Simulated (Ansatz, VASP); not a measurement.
# One calculation of BAs, two programs

Contents of POSCAR:

```
BAs
1.0
    0.0000000000      2.1310632416      3.0133234237
    2.1310632416      0.0000000000      3.0133234237
    2.1310632416      2.1310632416      0.0000000000
B As
1 1
Direct
    0.0000000000      0.0000000000      0.0000000000
    0.7500000000      0.7500000000      0.7500000000
```

Contents of INCAR.step1:

```
SYSTEM = BAs
PREC = Accurate
ENCUT = 520
ISMEAR = 0
SIGMA = 0.05
LREAL = .FALSE.
LASPH = .TRUE.
NELM = 60
NBANDS = 11
GGA = PE
ALGO = Normal
EDIFF = 1E-4
LWAVE = .TRUE.
LCHARG = .FALSE.
```

INCAR.step2

```
SYSTEM = BAs
PREC = Accurate
ENCUT = 520
EDIFF = 1E-6
ISMEAR = 0
SIGMA = 0.05
LREAL = .FALSE.
LASPH = .TRUE.
NELM = 60
ALGO = Normal
ISIF = 2
LWAVE = .FALSE.
LCHARG = .FALSE.
METAGGA = R2SCAN
LMIXTAU = .TRUE.
NBANDS = 11
ISTART = 1
```

KPOINTS

```
Automatic mesh
0
G
  12 12 12
  0 0 0
```

Input for Ansatz:

```yaml
crystal:
  lattice:
    - [0.0, 2.1310632416, 3.0133234237]
    - [2.1310632416, 0.0, 3.0133234237]
    - [2.1310632416, 2.1310632416, 0.0]
  atoms:
    - { symbol: B, position: [0.0, 0.0, 0.0] }
    - { symbol: As, position: [0.75, 0.75, 0.75] }
basis:
  ecutwfc: 500
kpoints:
  mp_grid: { grid: [12, 12, 12] }
hamiltonian:
  xc: r2scan
scf:
  occupations: { method: gaussian, width: 0.05 }
output:
  forces: true
  stress: true
  eigenvalues: true
```

Alike in both runs: task single point; functional r2SCAN; k mesh 12 × 12 × 12; occupations gaussian, width 0.05 eV; no spin polarisation.

|  | VASP | Ansatz |
| --- | --- | --- |
| version | VASP 6.6.1 | Ansatz 0.2.0 |
| potentials or method | VASP PAW PBE potentials, release 64 (B, As), cutoff 520 eV | scalar-relativistic, plane waves, PAW |
| valence electrons in the cell | 8 | 18 |

Ansatz gave:

```
gap on the k mesh at the Fermi level (eV)                     : none
pressure (GPa)                                                : 2.1
traceless stress, the component that is largest in VASP (GPa) : -54.40
```

Task: What did VASP give for the same quantities?

Result: gap on the k mesh at the Fermi level (eV): none; pressure (GPa): 2.2; traceless stress, the component that is largest in VASP (GPa): -54.43.

VASP's potentials were made for PBE, not for r2SCAN. A gap of «none» marks a metal or a gap that the smearing closes. The functional is the same, so the differences come from potentials, cutoffs and numerics. VASP's potentials hold 8 valence electrons a cell and Ansatz's 18, so a difference there can come from the potentials and not from the codes.
